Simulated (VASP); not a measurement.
Wanted: the native input for a VASP 6.6.1 run.

- Task: single point
- Functional: PBEsol
- Potentials or basis: VASP PAW PBE potentials, release 64 (Br)
- Cutoff: 520 eV
- k mesh: 4 × 4 × 4
- Occupations: fermi-dirac, width 0.05 eV
- Spin: no spin polarisation
- Dipole correction: no
- Further INCAR settings: ALGO = Normal; EDIFF = 1e-06; NBANDS = 18

The structure of Br lies in POSCAR:

```
Br
1.0
    5.7373090000      0.0000000000      0.0000000000
    0.0000000000      5.7373090000      0.0000000000
    0.0000000000      0.0000000000      5.7373090000
Br
3
Direct
    0.0000000000      0.5000000000      0.5000000000
    0.5000000000      0.5000000000      0.0000000000
    0.5000000000      0.0000000000      0.5000000000
```

One way to write it, as run:

INCAR

```
SYSTEM = Br
PREC = Accurate
ENCUT = 520
EDIFF = 1E-6
ISMEAR = -1
SIGMA = 0.05
LREAL = .False.
LASPH = .True.
NELM = 80
ALGO = Normal
ISIF = 2
LWAVE = .False.
LCHARG = .False.
GGA = PS
NBANDS = 18
```

KPOINTS

```
regular mesh
0
Gamma
  4 4 4
  0 0 0
```

Potentials or basis: VASP PAW PBE potentials, release 64 (Br).

The run is started by

```sh
$ cat potpaw_PBE.64/Br/POTCAR > POTCAR
$ mpirun -np 1 vasp_std > vasp.out
```

Results of the run:

```json
{
  "Pressure": "-2.4 GPa"
}
```

Caveat: the PAW data sets were made with another functional, which shifts forces and pressure a little; an odd number of electrons without spin polarisation forces a metal; a magnetic or distorted state may lie lower.

Run time: 25 s on 1 thread of Intel(R) Xeon(R) Platinum 8488C (Sapphire Rapids), with other jobs on the host, peak memory 0.31 GiB.
